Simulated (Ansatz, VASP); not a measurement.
InSb in VASP and in Ansatz

```xyz
2
Lattice="0.0000 3.3188 3.3188 3.3188 0.0000 3.3188 3.3188 3.3188 0.0000" Properties=species:S:1:pos:R:3 pbc="T T T"
In    0.0000    0.0000    0.0000
Sb    1.6594    1.6594    1.6594
```

Alike in both runs: functional PBE; k mesh 9 × 9 × 9; occupations fermi-dirac, width 0.05 eV; no spin polarisation.

Ansatz relaxed the structure, and its values are those at the end. VASP's run is a single point on that final structure, the one shown.

|  | VASP | Ansatz |
| --- | --- | --- |
| version | VASP 6.6.1 | Ansatz 0.2.0 |
| potentials or method | VASP PAW PBE potentials, release 64 (In_d, Sb) | PAW with Ansatz's default frozen-core files, scalar-relativistic |
| plane-wave cutoff (eV) | 520 | 420 |
| valence electrons in the cell | 18 | 28 |

VASP gave:

```
pressure (GPa) : -0.1
```

Task: Which values does Ansatz return?

Result: Pressure (GPa): 0.0.

With one functional, cell and mesh, what is left measures potentials, basis and numerics. VASP's potentials hold 18 valence electrons a cell and Ansatz's 28, so a difference there can come from the potentials and not from the codes.

Neither program's run includes spin-orbit coupling.
